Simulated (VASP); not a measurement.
# Zr (P6_3/mmc) in VASP: a series of runs

The runs below take Zr through elastic constants, vibrations by perturbation theory, with PBEsol, LDA.

Everything below comes from runs of VASP 6.6.1. Logs are shortened: lines on timing, memory, paths and dates and some standing lists are left out, and cuts for length are marked.

## Step 1: The cell of the first run

Symmetry: P6_3/mmc, No. 194, hexagonal system. Conventional cell: a = 3.232 Å, b = 3.232 Å, c = 5.147 Å, α = 90.00°, β = 90.00°, γ = 120.00°. Within 4.2 Å of Zr (site symmetry -6m2) lie 12 Zr at 3.18 to 3.23 Å.

## Step 2: Elastic constants, PBEsol

Input file INCAR:

```
SYSTEM = Zr
PREC = Accurate
ENCUT = 600
EDIFF = 1E-8
ISMEAR = -1
SIGMA = 0.05
LREAL = .False.
LASPH = .True.
NELM = 100
ALGO = Normal
ISIF = 3
LWAVE = .False.
LCHARG = .True.
GGA = PS
NBANDS = 19
IBRION = 6
NFREE = 2
POTIM = 0.015
NSW = 1
```

Input file KPOINTS:

```
Automatic mesh
0
Gamma
  7 7 4
  0 0 0
```

Input file POSCAR:

```
Zr
1.0
    3.2320000000      0.0000000000      0.0000000000
   -1.6160000000      2.7989941050      0.0000000000
    0.0000000000      0.0000000000      5.1470000000
Zr
2
Direct
    0.6666666667      0.3333333333      0.7500000000
    0.3333333333      0.6666666667      0.2500000000
```

Potentials or basis: VASP PAW PBE potentials, release 64 (Zr_sv).

The run is started by

```bash
$ cat potpaw_PBE.64/Zr_sv/POTCAR > POTCAR
$ mpirun -np 1 vasp_std > vasp.out
```

OUTCAR:

```text
SYSTEM = Zr
   PREC = Accurate
   ENCUT = 600
   EDIFF = 1E-8
   ISMEAR = -1
   LREAL = .False.
   LASPH = .True.
   NELM = 100
   ISIF = 3
   GGA = PS
   IBRION = 6
   NFREE = 2
   POTIM = 0.015
   NSW = 1

 ion  position               nearest neighbor table
   1  0.667  0.333  0.750-   2 3.18   2 3.18   2 3.18   2 3.18   2 3.18   2 3.18
   2  0.333  0.667  0.250-   1 3.18   1 3.18   1 3.18   1 3.18   1 3.18   1 3.18

  LATTYP: Found a hexagonal cell.
 ALAT       =     3.2320000000
 C/A-ratio  =     1.5925123762

  Lattice vectors:

 A1 = (   3.2320000000,   0.0000000000,   0.0000000000)
 A2 = (  -1.6160000000,   2.7989941050,   0.0000000000)
 A3 = (   0.0000000000,   0.0000000000,   5.1470000000)

Analysis of symmetry for initial positions (statically):
=====================================================================
 Subroutine PRICEL returns:
 Original cell was already a primitive cell.

 Routine SETGRP: Setting up the symmetry group for a
 hexagonal supercell.

 Subroutine GETGRP returns: Found 24 space group operations
 (whereof 12 operations were pure point group operations)
 out of a pool of 24 trial point group operations.

The static configuration has the point symmetry D_3d.
 The point group associated with its full space group is D_6h.

Analysis of symmetry for dynamics (positions and initial velocities):
=====================================================================
 Subroutine PRICEL returns:
 Original cell was already a primitive cell.

 Routine SETGRP: Setting up the symmetry group for a
 hexagonal supercell.

 Subroutine GETGRP returns: Found 24 space group operations
 (whereof 12 operations were pure point group operations)
 out of a pool of 24 trial point group operations.

The dynamic configuration has the point symmetry D_3d.
 The point group associated with its full space group is D_6h.
[... 347 lines left out ...]
  band No.  band energies     occupation
      1     -39.8685      2.00000
      2     -39.7122      2.00000
      3     -18.4240      2.00000
      4     -17.5446      2.00000
      5     -17.5446      2.00000
      6     -17.4057      2.00000
[... 505 lines left out ...]
      6     -17.8948      2.00000
[... 11 lines left out ...]
     18      13.4861      0.00000
     19      16.1010      0.00000

 [... further k-points ...]
[... 5 lines left out ...]
  --------------------------------------------------------------------------------------
  -------------------------------------------------------------------------------------
  Total       -0.9022411     -0.9022411     -0.9388356     -0.0000000      0.0000000      0.0000000
  in kB      -31.0460009    -31.0460009    -32.3052141     -0.0000000      0.0000000      0.0000000
  external PRESSURE =     -31.4657386 kB  Pullay stress =       0.0000000 kB
[... 17 lines left out ...]
  FREE ENERGIE OF THE ION-ELECTRON SYSTEM (eV)
  ---------------------------------------------------
  free  energy   TOTEN  =       -18.1495905174 eV

  energy  without entropy=      -18.1280640197  energy(sigma->0) =      -18.13882727

 INTERNAL STRAIN TENSORS FROM STRAINED CELLS
 ============================================

 INTERNAL STRAIN TENSOR FOR ION    1 for displacements in x,y,z  (eV/Angst):
          X           Y           Z          XY          YZ          ZX
  --------------------------------------------------------------------------------
  x     0.00000     0.00000     0.00000     3.14256    -0.00000     0.00000
  y     3.13146    -3.12964     0.00000     0.00009     0.00016    -0.00015
  z    -0.00000     0.00000     0.00000    -0.00000    -0.00118    -0.00000

 INTERNAL STRAIN TENSORS FROM DISPLACED ATOMS
 ============================================

 INTERNAL STRAIN TENSOR FOR ION    1 for displacements in x,y,z  (eV/Angst):
          X           Y           Z          XY          YZ          ZX
  --------------------------------------------------------------------------------
  x     0.00000     0.00000     0.00000     3.20721     0.00000     0.00000
  y     3.20721    -3.20721     0.00000     0.00000     0.00000     0.00000
  z     0.00000     0.00000    -0.00000     0.00000     0.00000     0.00000

 INTERNAL STRAIN TENSOR FOR ION    2 for displacements in x,y,z  (eV/Angst):
          X           Y           Z          XY          YZ          ZX
  --------------------------------------------------------------------------------
  x     0.00000     0.00000     0.00000    -3.20721     0.00000     0.00000
  y    -3.20721     3.20721     0.00000     0.00000     0.00000     0.00000
  z    -0.00000    -0.00000     0.00000     0.00000    -0.00000     0.00000

 Eigenvectors and eigenvalues of the dynamical matrix
 ----------------------------------------------------

   1 f  =    3.936503 THz    24.733778 2PiTHz  131.307608 cm-1    16.280061 meV
             X         Y         Z           dx          dy          dz
      1.616000  0.932998  3.860250    -0.000000    0.000000   -0.707107
     -0.000000  1.865996  1.286750     0.000000    0.000000    0.707107
[... 16 lines left out ...]
   5 f  =    0.000000 THz     0.000000 2PiTHz    0.000000 cm-1     0.000000 meV
             X         Y         Z           dx          dy          dz
      1.616000  0.932998  3.860250     0.000000   -0.000000    0.707107
     -0.000000  1.865996  1.286750    -0.000000    0.000000    0.707107

   6 f/i=    0.000000 THz     0.000000 2PiTHz    0.000000 cm-1     0.000000 meV
             X         Y         Z           dx          dy          dz
      1.616000  0.932998  3.860250    -0.707107   -0.000000   -0.000000
     -0.000000  1.865996  1.286750    -0.707107   -0.000000    0.000000

--------------------------------------------------------------------------------------------------------

 ELASTIC MODULI CONTR FROM IONIC RELAXATION (kBar)
 Direction    XX          YY          ZZ          XY          YZ          ZX
 --------------------------------------------------------------------------------
 XX        -832.6682    832.6682     -0.0000     -0.0000      0.0000      0.0000
 YY         832.6682   -832.6682      0.0000      0.0000     -0.0000      0.0000
 ZZ          -0.0000      0.0000     -0.0000     -0.0000      0.0000      0.0000
 XY          -0.0000      0.0000     -0.0000   -832.6682      0.0000      0.0000
 YZ           0.0000     -0.0000      0.0000      0.0000     -0.0000      0.0000
 ZX           0.0000      0.0000      0.0000      0.0000      0.0000      0.0000
 --------------------------------------------------------------------------------

 TOTAL ELASTIC MODULI (kBar)
 Direction    XX          YY          ZZ          XY          YZ          ZX
 --------------------------------------------------------------------------------
 XX         462.8880   1612.9717    669.1606     -0.0000     -0.0000      0.0000
 YY        1612.9717    462.8880    669.1606      0.0000      0.0000      0.0000
 ZZ         669.1606    669.1606   1425.8832     -0.0000     -0.0000      0.0000
 XY          -0.0000     -0.0000     -0.0000   -575.0418      0.0000     -0.0000
 YZ          -0.0000      0.0000     -0.0000      0.0000    199.9733      0.0000
 ZX           0.0000      0.0000      0.0000      0.0000      0.0000    199.9732
 --------------------------------------------------------------------------------
```

Wall time 6.2 min (1 thread of Intel Xeon 6975P-C (Granite Rapids), shared host); peak memory 0.28 GiB.

Results:

* Voigt bulk modulus: 92 GPa
* Highest phonon frequency at Γ: 131 cm⁻¹

Phonon frequencies in cm⁻¹ (negative: imaginary):
```tsv
q point	frequencies
(0.000, 0.000, 0.000)	0 0 0 50 50 131
```

Elastic tensor in Voigt notation (GPa, in the Cartesian axes of the cell as first typed):
```
 46 161  67   0   0   0
161  46  67   0   0   0
 67  67 143   0   0   0
  0   0   0  20   0   0
  0   0   0   0  20   0
  0   0   0   0   0 -58
```

Clamped-ion elastic tensor (GPa):
```
130  78  67   0   0   0
 78 130  67   0   0   0
 67  67 143   0   0   0
  0   0   0  20   0   0
  0   0   0   0  20   0
  0   0   0   0   0  26
```

Caveat: the cell is under stress, which shifts elastic constants; the elastic tensor has a negative eigenvalue, so either the cell is unstable as it stands or the mesh is too thin; the PAW data sets were made with another functional, which shifts forces and pressure a little.

## Step 3: Vibrations by perturbation theory, PBEsol

Input file INCAR:

```
PREC     = Accurate       # precision mode
ENCUT    = 520            # plane-wave cutoff, eV
EDIFF    = 1E-8           # SCF threshold, eV
ISMEAR   = -1             # smearing method
SIGMA    = 0.05           # smearing width, eV
LREAL    = F              # projectors in reciprocal space
LASPH    = T              # aspherical terms in the spheres
NELM     = 80             # most SCF steps
ALGO     = Normal         # electronic algorithm
ISIF     = 2              # what is computed and relaxed
LWAVE    = F              # write WAVECAR
LCHARG   = F              # write CHGCAR
GGA      = PS             # functional
IBRION   = 8              # ionic algorithm
NSW      = 1              # ionic steps
```

Input file KPOINTS:

```
Automatic mesh
0
Gamma
  7 7 4
```

POSCAR is that of step 2.

Potentials or basis: VASP PAW PBE potentials, release 64 (Zr_sv).

The run is started by

```bash
$ cat potpaw_PBE.64/Zr_sv/POTCAR > POTCAR
$ mpirun -np 1 vasp_std > vasp.out
```

OUTCAR:

```text
PREC = Accurate
   ENCUT = 520
   EDIFF = 1E-8
   ISMEAR = -1
   LREAL = F
   LASPH = T
   NELM = 80
   ISIF = 2
   GGA = PS
   IBRION = 8
   NSW = 1

 ion  position               nearest neighbor table
   1  0.667  0.333  0.750-   2 3.18   2 3.18   2 3.18   2 3.18   2 3.18   2 3.18
   2  0.333  0.667  0.250-   1 3.18   1 3.18   1 3.18   1 3.18   1 3.18   1 3.18

  LATTYP: Found a hexagonal cell.
 ALAT       =     3.2320000000
 C/A-ratio  =     1.5925123762

  Lattice vectors:

[... 709 lines left out ...]
               1X          1Y          1Z          2X          2Y          2Z
  1X    -0.423886    0.000000    0.000000    0.423886    0.000000    0.000000
  1Y     0.000000   -0.423886    0.000000    0.000000    0.423886    0.000000
  1Z     0.000000   -0.000000   -2.759530    0.000000    0.000000    2.759530
  2X     0.423886    0.000000    0.000000   -0.423886    0.000000    0.000000
  2Y     0.000000    0.423886    0.000000    0.000000   -0.423886    0.000000
  2Z     0.000000    0.000000    2.759530    0.000000   -0.000000   -2.759530

 Eigenvectors and eigenvalues of the dynamical matrix
 ----------------------------------------------------

   1 f  =    3.845287 THz    24.160649 2PiTHz  128.264958 cm-1    15.902821 meV
             X         Y         Z           dx          dy          dz
      1.616000  0.932998  3.860250     0.000000    0.000000    0.707107
     -0.000000  1.865996  1.286750     0.000000   -0.000000   -0.707107
[... 21 lines left out ...]
   6 f/i=    0.000000 THz     0.000000 2PiTHz    0.000001 cm-1     0.000000 meV
             X         Y         Z           dx          dy          dz
      1.616000  0.932998  3.860250    -0.010324   -0.142955   -0.692429
     -0.000000  1.865996  1.286750    -0.010324   -0.142955   -0.692429

--------------------------------------------------------------------------------------------------------

 ELASTIC MODULI CONTR FROM IONIC RELAXATION (kBar)
 Direction    XX          YY          ZZ          XY          YZ          ZX
 --------------------------------------------------------------------------------
 XX        -557.4498    557.4498     -0.0000     -0.0000     -0.0000      0.0000
 YY         557.4498   -557.4498      0.0000      0.0000     -0.0000      0.0000
 ZZ          -0.0000      0.0000     -0.0000     -0.0000      0.0000      0.0000
 XY          -0.0000      0.0000     -0.0000   -557.4498     -0.0000      0.0000
 YZ          -0.0000     -0.0000      0.0000     -0.0000     -0.0000      0.0000
 ZX           0.0000      0.0000      0.0000      0.0000      0.0000      0.0000
 --------------------------------------------------------------------------------
```

Wall time 2.9 min (1 thread of Intel Xeon Platinum 8559C (Emerald Rapids), shared host); peak memory 0.25 GiB.

Results:

```yaml
Highest_phonon_frequency_at_Γ: 128 cm⁻¹
```

Phonon frequencies in cm⁻¹ (negative: imaginary):
```
              q point      frequencies
(0.000, 0.000, 0.000)  0 0 0 50 50 128
```

Caveat: the cell wasn't relaxed at this level first, which shifts response properties; the PAW data sets were made with another functional, which shifts forces and pressure a little.

(Continued in part 2 of 2.)
